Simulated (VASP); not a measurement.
# Au (P6/mmm) in VASP: further runs

The runs below take Au through single point, with LDA.

Everything below comes from runs of VASP 6.6.1. Logs are shortened: lines on timing, memory, paths and dates and some standing lists are left out, and cuts for length are marked.

## 1. The cell of the first run

The structure is hexagonal, space group P6/mmm (No. 191). The conventional cell has a = 2.664 Å, b = 2.664 Å, c = 2.616 Å, α = 90.00°, β = 90.00°, γ = 120.00°. Within 3.5 Å of Au (site symmetry 6/mmm) lie 8 Au at 2.62 to 2.66 Å.

## 2. Single point, LDA

Contents of INCAR:

```
PREC     = Accurate       # precision mode
ENCUT    = 520            # plane-wave cutoff, eV
EDIFF    = 1E-6           # SCF threshold, eV
ISMEAR   = -1             # smearing method
SIGMA    = 0.1            # smearing width, eV
LREAL    = False          # projectors in reciprocal space
LASPH    = True           # aspherical terms in the spheres
NELM     = 60             # most SCF steps
ALGO     = Normal         # electronic algorithm
ISIF     = 2              # what is computed and relaxed
LWAVE    = False          # write WAVECAR
LCHARG   = False          # write CHGCAR
GGA      = CA             # functional
NBANDS   = 12             # bands
```

Contents of KPOINTS:

```
regular mesh
0
Gamma
  16 16 15
```

Contents of POSCAR:

```
Au
1.0
    2.6638763739      0.0000000000      0.0000000000
   -1.3319381869      2.3069846123      0.0000000000
    0.0000000000      0.0000000000      2.6161614327
Au
1
Direct
    0.0000000000      0.0000000000      0.0000000000
```

Potentials or basis: VASP PAW LDA potentials, release 64 (Au).

Started as:

```
> cat potpaw_LDA.64/Au/POTCAR > POTCAR
> mpirun -np 1 vasp_std > vasp.out
```

OUTCAR:

```text
PREC = Accurate
   ENCUT = 520
   EDIFF = 1E-6
   ISMEAR = -1
   LREAL = False
   LASPH = True
   NELM = 60
   ISIF = 2
   GGA = CA

 ion  position               nearest neighbor table
   1  0.000  0.000  0.000-

  LATTYP: Found a hexagonal cell.
 ALAT       =     2.6638763739
 C/A-ratio  =     0.9820881548

  Lattice vectors:

 A1 = (   2.6638763739,   0.0000000000,   0.0000000000)
 A2 = (  -1.3319381869,   2.3069846123,   0.0000000000)
 A3 = (   0.0000000000,   0.0000000000,   2.6161614327)

Analysis of symmetry for initial positions (statically):
=====================================================================
 Subroutine PRICEL returns:
 Original cell was already a primitive cell.

 Routine SETGRP: Setting up the symmetry group for a
 hexagonal supercell.

 Subroutine GETGRP returns: Found 24 space group operations
 (whereof 24 operations were pure point group operations)
 out of a pool of 24 trial point group operations.

The static configuration has the point symmetry D_6h.

Analysis of symmetry for dynamics (positions and initial velocities):
=====================================================================
 Subroutine PRICEL returns:
 Original cell was already a primitive cell.

 Routine SETGRP: Setting up the symmetry group for a
 hexagonal supercell.

 Subroutine GETGRP returns: Found 24 space group operations
 (whereof 24 operations were pure point group operations)
 out of a pool of 24 trial point group operations.

The dynamic configuration has the point symmetry D_6h.

 Subroutine INISYM returns: Found 24 space group operations
 (whereof 24 operations are pure point group operations),
 and found     1 'primitive' translations

----------------------------------------------------------------------------------------

                                     Primitive cell

  volume of cell :      16.0777

  direct lattice vectors                    reciprocal lattice vectors
     2.663876374  0.000000000  0.000000000     0.375392796  0.216733132  0.000000000
    -1.331938187  2.306984612  0.000000000     0.000000000  0.433466264  0.000000000
     0.000000000  0.000000000  2.616161433     0.000000000  0.000000000  0.382239409

  length of vectors
     2.663876374  2.663876374  2.616161433     0.433466264  0.433466264  0.382239409

  position of ions in fractional coordinates (direct lattice)
     0.000000000  0.000000000  0.000000000

  ion indices of the primitive-cell ions
   primitive index   ion index
                 1           1

----------------------------------------------------------------------------------------

 KPOINTS: regular mesh

Automatic generation of k-mesh.
 Grid dimensions read from file:
 generate k-points for:   16   16   15

 Generating k-lattice:

  Cartesian coordinates                     Fractional coordinates (reciprocal lattice)
     0.023462050  0.013545821  0.000000000     0.062500000  0.000000000  0.000000000
     0.000000000  0.027091641  0.000000000     0.000000000  0.062500000  0.000000000
     0.000000000  0.000000000  0.025482627     0.000000000  0.000000000  0.066666667

  Length of vectors
     0.027091641  0.027091641  0.025482627

  Shift w.r.t. Gamma in fractional coordinates (k-lattice)
     0.000000000  0.000000000  0.000000000

 Subroutine IBZKPT returns following result:
 ===========================================

 Found    240 irreducible k-points:

 Following reciprocal coordinates:
            Coordinates               Weight
  0.000000  0.000000  0.000000      1.000000
  0.062500  0.000000  0.000000      6.000000
  0.125000  0.000000  0.000000      6.000000
  0.187500 -0.000000  0.000000      6.000000
  0.250000  0.000000  0.000000      6.000000
  0.312500  0.000000  0.000000      6.000000
[... 16 lines left out ...]
  0.187500  0.187500  0.000000      6.000000
  0.250000  0.187500  0.000000     12.000000
 [... further k-points ...]
   k-points           NKPTS =    240   k-points in BZ     NKDIM =    240   number of bands    NBANDS=     12
   number of dos      NEDOS =    301   number of ions     NIONS =      1
   total plane-waves  NPLWV =   8000
   dimension x,y,z NGX =    20 NGY =   20 NGZ =   20
   dimension x,y,z NGXF=    40 NGYF=   40 NGZF=   40
   ions per type =               1
   NGX,Y,Z   is equivalent  to a cutoff of  12.48, 12.48, 12.71 a.u.
   NGXF,Y,Z  is equivalent  to a cutoff of  24.96, 24.96, 25.42 a.u.
 SYSTEM =  unknown system
   PREC   = accura    normal or accurate (medium, high low for compatibility)
   ISTART =      0    job   : 0-new  1-cont  2-samecut
   ICHARG =      2    charge: 1-file 2-atom 10-const
   ISPIN  =      1    spin polarized calculation?
   LNONCOLLINEAR =      F non collinear calculations
   LSORBIT =      F    spin-orbit coupling
   LASPH  =      T    aspherical Exc in radial PAW
   ENCUT  =  520.0 eV  38.22 Ry    6.18 a.u.   4.95  4.95  4.86*2*pi/ulx,y,z
   NELM   =     60;   NELMIN=  2; NELMDL= -5     # of ELM steps
   EDIFF  = 0.1E-05   stopping-criterion for ELM
   LREAL  =      F    real-space projection
[... 7 lines left out ...]
   TEBEG  =    0.0;   TEEND  =   0.0 temperature during run
   PSTRESS=    0.0 pullay stress
   NELECT =      11.0000    total number of electrons
   NUPDOWN=      -1.0000    fix difference up-down
   EMIN   =  10.00;   EMAX   =-10.00  energy-range for DOS
   EFERMI =   0.00;   METHOD = LEGACY
   ISMEAR =    -1;   SIGMA  =   0.10  broadening in eV -4-tet -1-fermi 0-gaus
   EFERMI_NEDOS =   21; number of points for ismear=-14 and -15
   IALGO  =     38    algorithm
   IMIX   =      4    mixing-type and parameters
     AMIX     =   0.40;   BMIX     =  1.00
     AMIX_MAG =   1.60;   BMIX_MAG =  1.00
  volume/ion in A,a.u.               =      16.08       108.50
  Fermi-wavevector in a.u.,A,eV,Ry     =   1.442551  2.726027 28.313105  2.080954
  Thomas-Fermi vector in A             =   2.561059
   LORBIT       =      0    0 simple, 1 ext, 2 COOP (PROOUT), +10 PAW based schemes
   GGA     = CA    functional components
   LHFCALC =     F    Hartree Fock is set to
   AEXX    =    0.0000 exact exchange contribution
   IVDW    =     0    specifies the selected vdW correction
   LEPSILON=     F    determine dielectric tensor
   LRPA    =     F    only Hartree local field effects (RPA)
 non-spin polarized calculation
  energy-cutoff  :      520.00
  volume of cell :       16.08
 maximum number of plane-waves:       445
 NGX is ok and might be reduce to    20
   NGX =  9   NGY =  9   NGZ =  9

 number of electron      10.9999999 magnetization

 Free energy of the ion-electron system (eV)
  ---------------------------------------------------
  ext. energy  EPLUGINS =         0.00000000
  ---------------------------------------------------
  free energy    TOTEN  =        -4.22909150 eV

  energy without entropy =       -4.22153349  energy(sigma->0) =       -4.22531250

 E-fermi :  10.1441     XC(G=0): -13.2456

 val. band max:       10.0751160425   @ k =   0.3125   0.0000   0.4000
 cond. band min:      10.1669486300   @ k =   0.1250   0.0625   0.4667
 fundamental gap:      0.0918325875
 Fermi energy:        10.1440961940

 k-point     1 :       0.0000    0.0000    0.0000
  band No.  band energies     occupation
      1      -0.2601      2.00000
      2       2.6592      2.00000
      3       5.0850      2.00000
      4       5.0850      2.00000
      5       8.4938      2.00000
      6       8.4938      2.00000
      7      23.4978      0.00000
      8      25.2701      0.00000
      9      30.6408      0.00000
     10      30.6408      0.00000
     11      31.5983      0.00000
     12      37.4461      0.00000

 k-point     2 :       0.0625    0.0000    0.0000
  band No.  band energies     occupation
      1      -0.1057      2.00000
      2       2.7083      2.00000
      3       4.9995      2.00000
      4       5.1984      2.00000
      5       8.3819      2.00000
      6       8.4740      2.00000
      7      23.7682      0.00000
      8      25.4727      0.00000
      9      29.2591      0.00000
     10      30.2116      0.00000
     11      32.2789      0.00000
     12      37.8282      0.00000

 k-point     3 :       0.1250    0.0000    0.0000
  band No.  band energies     occupation
      1       0.3372      2.00000
      2       2.8489      2.00000
      3       4.7880      2.00000
      4       5.5311      2.00000
      5       8.0779      2.00000
      6       8.4179      2.00000
      7      24.5386      0.00000
      8      25.6851      0.00000
      9      27.5523      0.00000
     10      29.1709      0.00000
     11      32.4546      0.00000
     12      38.4991      0.00000

 k-point     4 :       0.1875   -0.0000    0.0000
  band No.  band energies     occupation
      1       0.9924      2.00000
      2       3.0440      2.00000
      3       4.6014      2.00000
      4       6.0593      2.00000
      5       7.6580      2.00000
      6       8.3348      2.00000
      7      24.1463      0.00000
      8      25.7009      0.00000
      9      27.6323      0.00000
     10      27.8634      0.00000
     11      32.1599      0.00000
     12      38.4618      0.00000

 k-point     5 :       0.2500    0.0000    0.0000
  band No.  band energies     occupation
      1       1.6806      2.00000
      2       3.1747      2.00000
      3       4.7651      2.00000
      4       6.7388      2.00000
      5       7.2063      2.00000
      6       8.2385      2.00000
      7      21.8212      0.00000
      8      26.4789      0.00000
      9      27.1015      0.00000
     10      28.2297      0.00000
     11      31.7988      0.00000
     12      37.9717      0.00000
[... 228 lines left out ...]
      1       2.6119      2.00000
      2       3.5614      2.00000
      3       6.3512      2.00000
      4       6.6715      2.00000
      5       7.7786      2.00000
      6      10.5998      0.02076
      7      15.0242      0.00000
      8      21.1231      0.00000
      9      27.9114      0.00000
     10      31.4204      0.00000
     11      33.5972      0.00000
     12      35.5171      0.00000

 k-point    22 :       0.4375    0.1250    0.0000
  band No.  band energies     occupation
      1       2.5671      2.00000
      2       3.6140      2.00000
      3       6.2929      2.00000
      4       7.0579      2.00000
      5       7.7518      2.00000
      6      11.3271      0.00001
      7      13.9588      0.00000
      8      20.8582      0.00000
      9      27.7886      0.00000
     10      31.6848      0.00000
     11      33.3630      0.00000
     12      35.5289      0.00000

 k-point    23 :       0.1875    0.1875    0.0000
  band No.  band energies     occupation
      1       2.7417      2.00000
      2       3.8666      2.00000
      3       3.8857      2.00000
      4       6.8619      2.00000
      5       7.9235      2.00000
      6       8.4193      2.00000
      7      19.9736      0.00000
      8      22.1210      0.00000
      9      29.2293      0.00000
     10      29.3493      0.00000
     11      33.0226      0.00000
     12      36.9688      0.00000

 k-point    24 :       0.2500    0.1875    0.0000
  band No.  band energies     occupation
      1       3.1531      2.00000
      2       3.6251      2.00000
      3       4.6322      2.00000
      4       6.6504      2.00000
      5       7.7385      2.00000
      6       9.6239      1.98904
      7      17.9268      0.00000
      8      20.8243      0.00000
      9      28.7659      0.00000
     10      30.7915      0.00000
     11      34.3013      0.00000
     12      36.6576      0.00000

 [... further k-points ...]

------------------------ aborting loop because EDIFF is reached ----------------------------------------

  FORCE on cell =-STRESS in cart. coord.  units (eV):
  Direction    XX          YY          ZZ          XY          YZ          ZX
  --------------------------------------------------------------------------------------
  -------------------------------------------------------------------------------------
  Total        2.3880032      2.3880032      2.3475953      0.0000000      0.0000000     -0.0000000
  in kB      237.9699831    237.9699831    233.9432480      0.0000000      0.0000000     -0.0000000
  external PRESSURE =     236.6277381 kB  Pullay stress =       0.0000000 kB

 VOLUME and BASIS-vectors are now :
 -----------------------------------------------------------------------------
  energy-cutoff  :      520.00
  volume of cell :       16.08
      direct lattice vectors                 reciprocal lattice vectors
     2.663876374  0.000000000  0.000000000     0.375392796  0.216733132  0.000000000
    -1.331938187  2.306984612  0.000000000     0.000000000  0.433466264  0.000000000
     0.000000000  0.000000000  2.616161433     0.000000000  0.000000000  0.382239409

 POSITION                                       TOTAL-FORCE (eV/Angst)
 -----------------------------------------------------------------------------------
      0.00000      0.00000      0.00000        -0.000000      0.000000      0.000000
 -----------------------------------------------------------------------------------
    total drift:                                0.000000      0.000000      0.000000

  FREE ENERGIE OF THE ION-ELECTRON SYSTEM (eV)
  ---------------------------------------------------
  free  energy   TOTEN  =        -4.2290915014 eV

  energy  without entropy=       -4.2215334946  energy(sigma->0) =       -4.22531250
```

Wall time 17 s (1 thread of Intel Xeon Platinum 8488C (Sapphire Rapids), shared host); peak memory 0.16 GiB.

What came out:

```yaml
Free_energy: -4.2291 eV
Pressure: 23.7 GPa
```

Levels at points of the mesh, in eV from the Fermi level:
```
           k point  band 2  band 3  band 4  band 5  band 6  band 7  band 8  band 9  band 10  band 11
(0.00, 0.00, 0.00)   -7.48   -5.06   -5.06   -1.65   -1.65   13.35   15.13   20.50    20.50    21.45
(0.50, 0.00, 0.00)   -6.58   -3.96   -2.15   -1.17   -1.01    4.02   12.71   17.11    20.53    20.86
```

Caveat: spin-orbit coupling is left out, which moves the levels of the heavy elements.

## 3. Single point, LDA

Contents of INCAR:

```
ALGO = Normal ; EDIFF = 1E-6
ENCUT = 520 ; ISIF = 2
ISMEAR = -1 ; LASPH = T
LCHARG = F ; LREAL = F
LWAVE = F ; NBANDS = 12
NELM = 100 ; PREC = Accurate
SIGMA = 0.1
```

Contents of KPOINTS:

```
k-points
0
Gamma
  16 16 15
```

POSCAR is that of step 2.

Potentials or basis: VASP PAW LDA potentials, release 64 (Au).

Started as:

```
> cat potpaw_LDA.64/Au/POTCAR > POTCAR
> mpirun -np 1 vasp_std > vasp.out
```

It took 18 s on 1 thread of Intel Xeon Platinum 8488C (Sapphire Rapids), shared host; peak memory 0.15 GiB.

It converged, with:

```yaml
Free_energy: -4.2291 eV
Pressure: 23.7 GPa
```

Stress tensor (GPa, compression positive):
```
23.80  0.00  0.00
 0.00 23.80  0.00
 0.00  0.00 23.39
```

Levels at points of the mesh, in eV from the Fermi level:
| k point | band 2 | band 3 | band 4 | band 5 | band 6 | band 7 | band 8 | band 9 | band 10 | band 11 |
| --- | --- | --- | --- | --- | --- | --- | --- | --- | --- | --- |
| (0.00, 0.00, 0.00) | -7.48 | -5.06 | -5.06 | -1.65 | -1.65 | 13.35 | 15.13 | 20.50 | 20.50 | 21.45 |
| (0.50, 0.00, 0.00) | -6.58 | -3.96 | -2.15 | -1.17 | -1.01 | 4.02 | 12.71 | 17.11 | 20.53 | 20.86 |

Caveat: spin-orbit coupling is left out, which moves the levels of the heavy elements.

(Part 1 of 2 ends here.)
